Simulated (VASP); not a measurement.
SiC (Moissanite 3C), 2 atoms in the cell. It takes space group F-43m (No. 216, cubic). Conventional cell: a = 4.336 Å, b = 4.336 Å, c = 4.336 Å, α = 90.00°, β = 90.00°, γ = 90.00°. Si (site symmetry -43m) has 4 C at 1.88 Å within 2.5 Å. C (site symmetry -43m) has 4 Si at 1.88 Å within 2.5 Å. 

* Program: VASP 6.6.1
* Task: single point
* Functional: revPBE
* Dispersion: D4
* Potentials or basis: VASP PAW PBE potentials, release 64 (Si, C)
* Cutoff: 600 eV
* k mesh: 10 × 10 × 10
* Occupations: fermi-dirac, width 0.05 eV
* Spin: no spin polarisation
* Dipole correction: no
* Further INCAR settings: ALGO = Normal; EDIFF = 1e-06; NBANDS = 11

Potentials or basis: VASP PAW PBE potentials, release 64 (Si, C).

Command:

```console
$ cat potpaw_PBE.64/Si/POTCAR potpaw_PBE.64/C/POTCAR > POTCAR
$ mpirun -np 1 vasp_std > vasp.out
```

Hardware: 1 thread of AMD EPYC 7R43 64-Core Processor (Zen 3) (shared host).

Problem. How long does it take, and how much memory?

Solution. Run time: 15 s on 1 thread of AMD EPYC 7R43 64-Core Processor (Zen 3) (shared host), peak memory 0.1 GiB. Counts: scf iterations 12, k points 47.
